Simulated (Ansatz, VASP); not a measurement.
# Two plane-wave programs on BN

The input INCAR:

```
SYSTEM = BN
PREC = Accurate
ENCUT = 520
EDIFF = 1E-6
ISMEAR = -1
SIGMA = 0.05
LREAL = .FALSE.
LASPH = .TRUE.
NELM = 60
ALGO = Normal
ISIF = 2
LWAVE = .FALSE.
LCHARG = .FALSE.
NBANDS = 11
```

The input KPOINTS:

```
Automatic mesh
0
G
  15 15 15
  0 0 0
```

POSCAR

```
BN
1.0
    0.0000000000      1.6057154405      1.6057154405
    1.6057154405      0.0000000000      1.6057154405
    1.6057154405      1.6057154405      0.0000000000
B N
1 1
Direct
    0.0000000000      0.0000000000      0.0000000000
    0.5000000000      0.5000000000      0.5000000000
```

Input for Ansatz:

```yaml
crystal:
  lattice:
    - [0.0, 1.6057154405, 1.6057154405]
    - [1.6057154405, 0.0, 1.6057154405]
    - [1.6057154405, 1.6057154405, 0.0]
  atoms:
    - { symbol: B, position: [0.0, 0.0, 0.0] }
    - { symbol: "N", position: [0.5, 0.5, 0.5] }
kpoints:
  mp_grid: { grid: [15, 15, 15] }
scf:
  occupations: { method: fermi_dirac, width: 0.05 }
hamiltonian:
  xc: lda
  pseudopotentials: { kind: paw }
output:
  forces: true
  stress: true
  eigenvalues: true
  populations: true
```

Change from the starting cell: volume scaled by 0.8, PAW files.

Alike in both runs: task single point; functional LDA; k mesh 15 × 15 × 15; occupations fermi-dirac, width 0.05 eV; no spin polarisation.

```csv
,VASP,Ansatz
version,VASP 6.6.1,Ansatz 0.2.0
potentials or method,"VASP PAW LDA potentials, release 64 (B, N)","PAW with Ansatz's default frozen-core files, scalar-relativistic"
plane-wave cutoff (eV),520,420
valence electrons in the cell,8,8
```

|  | VASP | Ansatz | Ansatz less VASP |
| --- | --- | --- | --- |
| gap on the k mesh at the Fermi level (eV) | 3.54 | 3.56 | +0.020 |
| pressure (GPa) | 143.4 | 141.3 | -2.11 |

LDA's correlation is that of Perdew and Zunger in VASP and of Perdew and Wang (1992) in Ansatz. Both programs put the cell under a high pressure, so it lies far from rest at this level.

Noted on VASP's run: the cell as given lies far from equilibrium.
